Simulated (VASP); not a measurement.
A run of VASP 6.6.1 is set up as follows.

File INCAR:

```
SYSTEM = SbMo
PREC     = Accurate       ! precision mode
ENCUT    = 520            ! plane-wave cutoff, eV
EDIFF    = 1E-7           ! SCF threshold, eV
ISMEAR   = -1             ! smearing method
SIGMA    = 0.08           ! smearing width, eV
LREAL    = .False.        ! projectors in reciprocal space
LASPH    = .True.         ! aspherical terms in the spheres
NELM     = 60             ! most SCF steps
ALGO     = Normal         ! electronic algorithm
ISIF     = 2              ! what is computed and relaxed
LWAVE    = .False.        ! write WAVECAR
LCHARG   = .True.         ! write CHGCAR
LELF     = .True.         ! ELF
LVHAR    = .True.       
NBANDS   = 16             ! bands
```

KPOINTS

```
regular mesh
0
Gamma
  13 13 13
  0 0 0
```

POSCAR

```
SbMo
1.0
    2.8970861051      0.0000000000      0.0000000000
    0.0000000000      2.8970861051      0.0000000000
    0.0000000000      0.0000000000      2.8970861051
Mo Sb
1 1
Direct
    0.0000000000      0.0000000000      0.0000000000
    0.5000000000      0.5000000000      0.5000000000
```

Potentials or basis: VASP PAW LDA potentials, release 64 (Mo_sv, Sb).

The run is started by

```console
$ cat potpaw_LDA.64/Mo_sv/POTCAR potpaw_LDA.64/Sb/POTCAR > POTCAR
$ mpirun -np 1 vasp_std > vasp.out
```

(1) Predict the band gap on the k mesh.

(2) Estimate the pressure.

Results:

(1) zero (an odd number of electrons rules out a gap without spin polarisation).

(2) 154.2 GPa.

Caveat: the cell stands under pressure; spin-orbit coupling is left out, which moves the levels of the heavy elements.
